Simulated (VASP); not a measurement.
Input of a VASP 6.6.1 run:

Contents of INCAR:

```
SYSTEM = Br
PREC = Accurate ; ENCUT = 520
EDIFF = 1E-6 ; ISMEAR = -1
SIGMA = 0.06122561905347299 ; LREAL = .FALSE.
LASPH = .TRUE. ; NELM = 100
ALGO = Normal ; ISIF = 2
LWAVE = .FALSE. ; LCHARG = .FALSE.
GGA = PE ; NBANDS = 10
```

The input KPOINTS:

```
Automatic mesh
0
G
  14 14 14
  0 0 0
```

The input POSCAR:

```
Br
1.0
    0.0000000000      2.3636382168      2.3636382168
    2.3636382168      0.0000000000      2.3636382168
    2.3636382168      2.3636382168      0.0000000000
Br
1
Direct
    0.0000000000      0.0000000000      0.0000000000
```

Potentials or basis: VASP PAW PBE potentials, release 64 (Br).

Run with:

```bash
$ cat potpaw_PBE.64/Br/POTCAR > POTCAR
$ mpirun -np 1 vasp_std > vasp.out
```

**Question.** Predict the pressure.

**Answer.** 0.0 GPa.

Caveat: an odd number of electrons without spin polarisation forces a metal; a magnetic or distorted state may lie lower.
